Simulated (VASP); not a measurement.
# HfC (I4/mmm) in VASP: notebook

HfC is run at these levels: PBE; tasks: single point.

All numbers are computed with VASP 6.6.1; they aren't measurements. Logs are shortened: lines on timing, memory, paths and dates and some standing lists are left out, and cuts for length are marked.

## (1) The cell of the first run

The structure is tetragonal, space group I4/mmm (No. 139). The conventional cell has a = 3.321 Å, b = 3.321 Å, c = 4.650 Å, α = 90.00°, β = 90.00°, γ = 90.00°. Hf (site symmetry 4/mmm) has 6 C at 2.33 to 2.35 Å within 3.1 Å. Within 3.1 Å of C (site symmetry 4/mmm) lie 6 Hf at 2.33 to 2.35 Å.

## (2) Single point, PBE (equal xx and yy strain of +1 %)

Contents of INCAR:

```
SYSTEM = HfC
PREC = Accurate
ENCUT = 520
EDIFF = 1E-7
ISMEAR = -1
SIGMA = 0.05
LREAL = .FALSE.
LASPH = .TRUE.
NELM = 80
ALGO = Normal
ISIF = 2
LWAVE = .FALSE.
LCHARG = .TRUE.
GGA = PE
LELF = .TRUE.
LVHAR = .TRUE.
NBANDS = 14
```

Contents of KPOINTS:

```
regular mesh
0
G
  15 15 15
  0 0 0
```

Contents of POSCAR:

```
HfC
1.0
    0.0000000000      2.3482500000      2.3250000000
    2.3482500000      0.0000000000      2.3250000000
    2.3482500000      2.3482500000      0.0000000000
Hf C
1 1
Direct
    0.5000000000      0.5000000000      0.5000000000
    0.0000000000      0.0000000000      0.0000000000
```

Potentials or basis: VASP PAW PBE potentials, release 64 (Hf_pv, C).

Run with:

```
cat potpaw_PBE.64/Hf_pv/POTCAR potpaw_PBE.64/C/POTCAR > POTCAR
mpirun -np 1 vasp_std > vasp.out
```

OUTCAR:

```text
SYSTEM = HfC
   PREC = Accurate
   ENCUT = 520
   EDIFF = 1E-7
   ISMEAR = -1
   LREAL = .FALSE.
   LASPH = .TRUE.
   NELM = 80
   ISIF = 2
   GGA = PE

 ion  position               nearest neighbor table
   1  0.500  0.500  0.500-   2 2.33   2 2.33   2 2.35   2 2.35   2 2.35   2 2.35
   2  0.000  0.000  0.000-   1 2.33   1 2.33   1 2.35   1 2.35   1 2.35   1 2.35

  LATTYP: Found a body centered tetragonal cell.
 ALAT       =     3.3209269978
 C/A-ratio  =     1.4002114479

  Lattice vectors:

 A1 = (   0.0000000000,  -2.3482500000,  -2.3250000000)
 A2 = (   0.0000000000,   2.3482500000,  -2.3250000000)
 A3 = (   2.3482500000,   0.0000000000,   2.3250000000)

Analysis of symmetry for initial positions (statically):
=====================================================================
 Subroutine PRICEL returns:
 Original cell was already a primitive cell.

 Routine SETGRP: Setting up the symmetry group for a
 body centered tetragonal supercell.

 Subroutine GETGRP returns: Found 16 space group operations
 (whereof 16 operations were pure point group operations)
 out of a pool of 16 trial point group operations.

The static configuration has the point symmetry D_4h.

Analysis of symmetry for dynamics (positions and initial velocities):
=====================================================================
 Subroutine PRICEL returns:
 Original cell was already a primitive cell.

 Routine SETGRP: Setting up the symmetry group for a
 body centered tetragonal supercell.

 Subroutine GETGRP returns: Found 16 space group operations
 (whereof 16 operations were pure point group operations)
 out of a pool of 16 trial point group operations.

The dynamic configuration has the point symmetry D_4h.

 Subroutine INISYM returns: Found 16 space group operations
 (whereof 16 operations are pure point group operations),
 and found     1 'primitive' translations

----------------------------------------------------------------------------------------

                                     Primitive cell

  volume of cell :      25.6414

  direct lattice vectors                    reciprocal lattice vectors
     0.000000000  2.348250000  2.325000000    -0.212924518  0.212924518  0.215053763
     2.348250000  0.000000000  2.325000000     0.212924518 -0.212924518  0.215053763
     2.348250000  2.348250000  0.000000000     0.212924518  0.212924518 -0.215053763

  length of vectors
     3.304527661  3.304527661  3.320926998     0.370029488  0.370029488  0.370029488

  position of ions in fractional coordinates (direct lattice)
     0.500000000  0.500000000  0.500000000
     0.000000000  0.000000000  0.000000000
[... 83 lines left out ...]
   ISIF   =      2    stress and relaxation
   ISYM   =      2    0-nonsym 1-usesym 2-fastsym
   POTIM  = 0.5000    time-step for ionic-motion
   TEBEG  =    0.0;   TEEND  =   0.0 temperature during run
   PSTRESS=    0.0 pullay stress
   NELECT =      14.0000    total number of electrons
   NUPDOWN=      -1.0000    fix difference up-down
   EMIN   =  10.00;   EMAX   =-10.00  energy-range for DOS
   EFERMI =   0.00;   METHOD = LEGACY
   ISMEAR =    -1;   SIGMA  =   0.05  broadening in eV -4-tet -1-fermi 0-gaus
   EFERMI_NEDOS =   21; number of points for ismear=-14 and -15
   IALGO  =     38    algorithm
   IMIX   =      4    mixing-type and parameters
     AMIX     =   0.40;   BMIX     =  1.00
     AMIX_MAG =   1.60;   BMIX_MAG =  1.00
  volume/ion in A,a.u.               =      12.82        86.52
  Fermi-wavevector in a.u.,A,eV,Ry     =   1.338044  2.528536 24.359340  1.790361
  Thomas-Fermi vector in A             =   2.466545
   LORBIT       =      0    0 simple, 1 ext, 2 COOP (PROOUT), +10 PAW based schemes
   GGA     = PE    functional components
   LHFCALC =     F    Hartree Fock is set to
   AEXX    =    0.0000 exact exchange contribution
   IVDW    =     0    specifies the selected vdW correction
   LEPSILON=     F    determine dielectric tensor
   LRPA    =     F    only Hartree local field effects (RPA)
 non-spin polarized calculation
  energy-cutoff  :      520.00
  volume of cell :       25.64
 maximum number of plane-waves:       709
 NGX is ok and might be reduce to    28
   NGX = 13   NGY = 13   NGZ = 13

 number of electron      14.0000001 magnetization

 Free energy of the ion-electron system (eV)
  ---------------------------------------------------
  ext. energy  EPLUGINS =         0.00000000
  ---------------------------------------------------
  free energy    TOTEN  =       -21.03583420 eV

  energy without entropy =      -21.03280002  energy(sigma->0) =      -21.03431711

 E-fermi :   5.7730     XC(G=0): -12.1870

 val. band max:        5.7716461277   @ k =   0.1333   0.0000   0.1333
 cond. band min:       5.7770899782   @ k =   0.4000   0.0000   0.3333
 fundamental gap:      0.0054438505
 Fermi energy:         5.7729774708

 k-point     1 :       0.0000    0.0000    0.0000
  band No.  band energies     occupation
      1     -23.8722      2.00000
      2     -23.8722      2.00000
      3     -23.8587      2.00000
      4      -6.4074      2.00000
      5       6.7749      0.00000
      6       6.7749      0.00000
      7       6.8223      0.00000
      8       7.1517      0.00000
      9       7.1517      0.00000
     10       7.2547      0.00000
     11       9.0649      0.00000
     12       9.1841      0.00000
     13      12.4073      0.00000
     14      16.7450      0.00000
[... 377 lines left out ...]
      1     -24.0402      2.00000
      2     -23.9274      2.00000
      3     -23.9170      2.00000
      4      -5.5134      2.00000
      5       3.3820      2.00000
      6       5.0898      2.00000
      7       5.3261      1.99974
      8       6.5819      0.00000
      9       9.2278      0.00000
     10       9.5547      0.00000
     11      10.2408      0.00000
     12      11.7654      0.00000
     13      15.2610      0.00000
     14      19.1709      0.00000

 [... further k-points ...]
[... 5 lines left out ...]
  --------------------------------------------------------------------------------------
  -------------------------------------------------------------------------------------
  Total       -0.9837041     -0.9837041     -0.4055679      0.0000000      0.0000000     -0.0000000
  in kB      -61.4657848    -61.4657848    -25.3415113      0.0000000      0.0000000     -0.0000000
  external PRESSURE =     -49.4243603 kB  Pullay stress =       0.0000000 kB

 VOLUME and BASIS-vectors are now :
 -----------------------------------------------------------------------------
  energy-cutoff  :      520.00
  volume of cell :       25.64
      direct lattice vectors                 reciprocal lattice vectors
     0.000000000  2.348250000  2.325000000    -0.212924518  0.212924518  0.215053763
     2.348250000  0.000000000  2.325000000     0.212924518 -0.212924518  0.215053763
     2.348250000  2.348250000  0.000000000     0.212924518  0.212924518 -0.215053763

 POSITION                                       TOTAL-FORCE (eV/Angst)
 -----------------------------------------------------------------------------------
      2.34825      2.34825      2.32500        -0.000000      0.000000      0.000000
      0.00000      0.00000      0.00000         0.000000     -0.000000      0.000000
 -----------------------------------------------------------------------------------
    total drift:                                0.000000      0.000000      0.000000

  FREE ENERGIE OF THE ION-ELECTRON SYSTEM (eV)
  ---------------------------------------------------
  free  energy   TOTEN  =       -21.0358341981 eV

  energy  without entropy=      -21.0328000157  energy(sigma->0) =      -21.03431711
```

OSZICAR:

```text
N       E                     dE             d eps       ncg     rms          rms(c)
DAV:   1     0.238313441981E+02    0.23831E+02   -0.77346E+03  8064   0.982E+02
DAV:   2    -0.226074077202E+02   -0.46439E+02   -0.43407E+02 10508   0.202E+02
DAV:   3    -0.242318204912E+02   -0.16244E+01   -0.16181E+01  9712   0.271E+01
DAV:   4    -0.242393038498E+02   -0.74834E-02   -0.74828E-02  9536   0.227E+00
DAV:   5    -0.242393516298E+02   -0.47780E-04   -0.47780E-04  9622   0.165E-01    0.549E+01
DAV:   6    -0.211143167377E+02    0.31250E+01   -0.12159E+01  8802   0.182E+01    0.398E+01
DAV:   7    -0.210529445093E+02    0.61372E-01   -0.56744E-01 10122   0.524E+00    0.248E+01
DAV:   8    -0.210434653778E+02    0.94791E-02   -0.83413E-02  9264   0.231E+00    0.685E+00
DAV:   9    -0.210360755723E+02    0.73898E-02   -0.24596E-02  9414   0.951E-01    0.212E+00
DAV:  10    -0.210358381984E+02    0.23737E-03   -0.14144E-03 10086   0.278E-01    0.717E-02
DAV:  11    -0.210358347548E+02    0.34435E-05   -0.75765E-05  9462   0.717E-02    0.192E-02
DAV:  12    -0.210358344664E+02    0.28842E-06   -0.29696E-06 10224   0.150E-02    0.146E-02
DAV:  13    -0.210358342173E+02    0.24914E-06   -0.20435E-07  7816   0.351E-03    0.950E-04
DAV:  14    -0.210358341981E+02    0.19220E-07   -0.24329E-08  5958   0.128E-03
   1 F= -.21035834E+02 E0= -.21034317E+02  d E =-.303418E-02
```

stdout:

```text
POSCAR found type information on POSCAR HfC
 POSCAR found :  2 types and       2 ions
 scaLAPACK will be used
 LDA part: xc-table for (Slater+PW92), standard interpolation
 POSCAR, INCAR and KPOINTS ok, starting setup
 FFT: planning ... GRIDC
 FFT: planning ... GRID_SOFT
 FFT: planning ... GRID
 WAVECAR not read
 entering main loop
```

Wall time 73 s (1 thread of AMD EPYC 9R45 (Zen 5), shared host); peak memory 0.21 GiB.

What came out:

* Free energy: -21.0358 eV
* Pressure: -4.9 GPa
* Band gap on the k mesh: zero (band 7 reaches 6.82 eV, above the bottom of band 8 at 5.32 eV)

Levels at points of the mesh, in eV from the Fermi level:
```csv
k point,band 4,band 5,band 6,band 7,band 8,band 9,band 10,band 11
"(0.00, 0.00, 0.00)",-12.18,1.00,1.00,1.05,1.38,1.38,1.48,3.29
```

Caveat: the cell differs from its parent crystal (equal xx and yy strain of +1 %); spin-orbit coupling is left out, which moves the levels of the heavy elements.

[end of part 1 of 2]
